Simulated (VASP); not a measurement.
# Sb (P6/mmm) in VASP: further runs, part 2 of 2

VASP 6.6.1.

## Step 4: Relaxation of cell and atoms, PBEsol

This run uses another cell than the first one, of 27.18 Å³/atom, 0.922 times its volume.

File INCAR:

```
ALGO = Normal
EDIFF = 1E-6
EDIFFG = -0.01
ENCUT = 600
GGA = PS
IBRION = 2
ISIF = 3
ISMEAR = -1
LASPH = T
LCHARG = F
LREAL = F
LWAVE = F
NELM = 100
NSW = 80
PREC = Accurate
SIGMA = 0.1
```

File KPOINTS:

```
k-points
0
Gamma
  7 7 10
```

File POSCAR:

```
Sb
1.0
    5.3555937617      0.0000000000      0.0000000000
   -2.6777968808      4.6380802500      0.0000000000
    0.0000000000      0.0000000000      3.2829789759
Sb
3
Direct
    0.0000000000      0.0000000000      0.0000000000
    0.3333333333      0.6666666667      0.5000000000
    0.6666666667      0.3333333333      0.5000000000
```

Potentials or basis: VASP PAW PBE potentials, release 64 (Sb).

The run is started by

```bash
$ cat potpaw_PBE.64/Sb/POTCAR > POTCAR
$ mpirun -np 1 vasp_std > vasp.out
```

OUTCAR:

```text
EDIFF = 1E-6
   EDIFFG = -0.01
   ENCUT = 600
   GGA = PS
   IBRION = 2
   ISIF = 3
   ISMEAR = -1
   LASPH = T
   LREAL = F
   NELM = 100
   NSW = 80
   PREC = Accurate

 ion  position               nearest neighbor table
   1  0.000  0.000  0.000-   2 3.50   3 3.50   2 3.50   3 3.50   2 3.50   2 3.50   3 3.50   3 3.50
                             3 3.50   3 3.50   2 3.50   2 3.50
   2  0.333  0.667  0.500-   3 3.09   3 3.09   3 3.09   1 3.50   1 3.50   1 3.50   1 3.50   1 3.50
                             1 3.50
   3  0.667  0.333  0.500-   2 3.09   2 3.09   2 3.09   1 3.50   1 3.50   1 3.50   1 3.50   1 3.50
                             1 3.50

  LATTYP: Found a hexagonal cell.
 ALAT       =     5.3555937617
 C/A-ratio  =     0.6130000000

  Lattice vectors:

 A1 = (   5.3555937617,   0.0000000000,   0.0000000000)
 A2 = (  -2.6777968808,   4.6380802500,   0.0000000000)
 A3 = (   0.0000000000,   0.0000000000,   3.2829789759)

[... 451 lines left out ...]
 Fermi energy:         8.6574917889

 k-point     1 :       0.0000    0.0000    0.0000
  band No.  band energies     occupation
      1      -4.4759      2.00000
      2       0.3516      2.00000
      3       0.5639      2.00000
      4       4.5054      2.00000
      5       4.5054      2.00000
      6       4.7773      2.00000
      7       4.7773      2.00000
      8      10.2793      0.00000
      9      14.1757      0.00000
     10      14.1757      0.00000
     11      14.1974      0.00000
[... 309 lines left out ...]
 k-point    24 :       0.2857    0.2857    0.2000
  band No.  band energies     occupation
      1      -2.2239      2.00000
      2      -1.3395      2.00000
      3      -1.2542      2.00000
      4       5.2906      2.00000
      5       5.8446      2.00000
      6       7.3464      2.00000
      7       8.0599      1.99493
      8       8.7428      0.59750
      9       9.3056      0.00306
     10      11.4682      0.00000
     11      11.4957      0.00000

 [... further k-points ...]
[... 5 lines left out ...]
  --------------------------------------------------------------------------------------
  -------------------------------------------------------------------------------------
  Total        0.0016780      0.0016780      0.0018170      0.0000000     -0.0000000     -0.0000000
  in kB        0.0340424      0.0340424      0.0368628      0.0000000     -0.0000000     -0.0000000
  external PRESSURE =       0.0349826 kB  Pullay stress =       0.0000000 kB
[... 18 lines left out ...]
  FREE ENERGIE OF THE ION-ELECTRON SYSTEM (eV)
  ---------------------------------------------------
  free  energy   TOTEN  =       -13.1132902926 eV

  energy  without entropy=      -13.0405295688  energy(sigma->0) =      -13.07690993

 reached required accuracy - stopping structural energy minimisation
```

Wall time 4.4 min (1 thread of Intel Xeon 8259CL, shared host); peak memory 0.26 GiB.

What came out:

```yaml
Free_energy: -13.1133 eV
Relaxed_volume: 26.32 Å³/atom
Relaxed_cell: a = 5.346 Å, b = 5.346 Å, c = 3.191 Å, α = 90.00°, β = 90.00°, γ = 120.00°
Space_group_after_relaxing_to_0.05_Å: P6/mmm (No. 191)
Energy_gained_by_relaxing: 7.8 meV/atom
Ionic_steps: 8
Pressure_after_relaxing: 0.0 GPa
```

The path:
```
step  energy change (eV)  largest force (eV/Å)  pressure (GPa)  volume (Å³)
   1              0.0000                0.0000           -2.02        81.55
   2             -0.0150                0.0000            1.29        77.57
   3             -0.0194                0.0000            0.16        78.81
   4             -0.0220                0.0000            0.12        78.85
   5             -0.0233                0.0000            0.08        78.89
   6             -0.0234                0.0000            0.07        78.90
   7             -0.0234                0.0000           -0.06        79.05
   8             -0.0234                0.0000            0.00        78.97
```

Final structure:
```
Sb
1.0
     5.34579    0.00000    0.00000
    -2.67290    4.62959    0.00000
     0.00000    0.00000    3.19098
Sb
3
Direct
  0.00000 0.00000 0.00000
  0.33333 0.66667 0.50000
  0.66667 0.33333 0.50000
```

Caveat: the PAW data sets were made with another functional, which shifts forces and pressure a little; spin-orbit coupling is left out, which moves the levels of the heavy elements.

## Step 5: Summary

| task | cell | k mesh | cutoff (eV) | gap on the mesh (eV) | pressure (GPa) |
| --- | --- | --- | --- | --- | --- |
| single point | a = 5.552, b = 5.552, c = 3.313 Å, angles 90.0, 90.0, 120.0°, 3 atoms | 8 × 8 × 11 | 520 | none | -6.1 |
| single point | a = 5.346, b = 5.346, c = 3.191 Å, angles 90.0, 90.0, 120.0°, 3 atoms | 9 × 9 × 13 | 520 | none | -0.2 |
| relaxation of cell and atoms | relaxed from a = 5.356, b = 5.356, c = 3.283 Å, angles 90.0, 90.0, 120.0°, 3 atoms | 7 × 7 × 10 | 600 | none | 0.0 |

Alike in all rows: level PBEsol; potentials or basis VASP PAW PBE potentials, release 64 (Sb); no spin polarisation; smearing fermi-dirac 0.1 eV.

Caveats: the PAW data sets were made with another functional, which shifts forces and pressure a little; spin-orbit coupling is left out, which moves the levels of the heavy elements.

Absolute energies hang on the potentials; compare differences alone.
